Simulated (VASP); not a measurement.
# Ge: single point with LDA

Slab: Ge, a slab with vacuum.

```
Ge
1.0
     3.76800    0.00000    0.00000
    -1.88400    3.26318    0.00000
     0.00000    0.00000   28.00000
Ge
2
Direct
  0.33333 0.66667 0.50511
  0.66667 0.33333 0.49489
```

- Program: VASP 6.6.1
- Task: single point
- Functional: LDA
- Potentials or basis: VASP PAW LDA potentials, release 64 (Ge_d)
- Cutoff: 520 eV
- k mesh: 12 × 12 × 1
- Occupations: gaussian, width 0.1 eV
- Spin: no spin polarisation
- Dipole correction: yes
- Further INCAR settings: ALGO = Normal; EDIFF = 1e-06; NBANDS = 21

* Largest force: 0.772 eV/Å
* Band gap on the k mesh: zero (filled and empty bands touch)

Forces in eV/Å, atoms in the order of the input:
```
Ge   0.000  0.000  0.772
Ge   0.000  0.000 -0.772
```

Levels at points of the mesh, in eV from the Fermi level:
```
           k point  band 12  band 13  band 14  band 15  band 16  band 17
(0.00, 0.00, 0.00)    -3.73    -1.16    -1.16     1.09     2.77     3.87
(0.50, 0.00, 0.00)    -8.67    -3.14    -1.22     0.81     1.13     6.06
```

It took 3.1 min on 1 thread of AMD EPYC 7R43 64-Core Processor (Zen 3), on a shared host, peak memory 0.33 GiB.
